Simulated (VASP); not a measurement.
Here is a VASP 6.6.1 calculation.

The input INCAR:

```
SYSTEM = MgO2
  ALGO = Normal
  EDIFF = 1E-7
  ENCUT = 520
  GGA = PS
  ISIF = 2
  ISMEAR = 0
  LASPH = .TRUE.
  LCHARG = .TRUE.
  LELF = .TRUE.
  LREAL = .FALSE.
  LVHAR = .TRUE.
  LWAVE = .FALSE.
  NBANDS = 40
  NELM = 100
  PREC = Accurate
  SIGMA = 0.01
```

Contents of KPOINTS:

```
k-points
0
G
  6 6 6
  0 0 0
```

POSCAR

```
MgO2
1.0
    4.8408307549      0.0000000000      0.0000000000
    0.0000000000      4.8408307549      0.0000000000
    0.0000000000      0.0000000000      4.8408307549
Mg O
4 8
Direct
    0.0000000000      0.5000000000      0.5000000000
    0.5000000000      0.5000000000      0.0000000000
    0.5000000000      0.0000000000      0.5000000000
    0.0000000000      0.0000000000      0.0000000000
    0.4116319357      0.0883680643      0.9116319357
    0.0883680643      0.9116319357      0.4116319357
    0.9116319357      0.4116319357      0.0883680643
    0.5883680643      0.5883680643      0.5883680643
    0.4116319357      0.4116319357      0.4116319357
    0.0883680643      0.5883680643      0.9116319357
    0.9116319357      0.0883680643      0.5883680643
    0.5883680643      0.9116319357      0.0883680643
```

Potentials or basis: VASP PAW PBE potentials, release 64 (Mg, O).

Run with:

```console
$ cat potpaw_PBE.64/Mg/POTCAR potpaw_PBE.64/O/POTCAR > POTCAR
$ mpirun -np 1 vasp_std > vasp.out
```

(1) Predict the band gap on the k mesh.

(2) Predict the largest force.

(3) Predict the pressure.

Results:

(1) 3.95 eV, indirect (least direct gap 4.07 eV).

(2) 0.197 eV/Å.

(3) -0.1 GPa.

Caveat: the PAW data sets were made with another functional, which shifts forces and pressure a little.
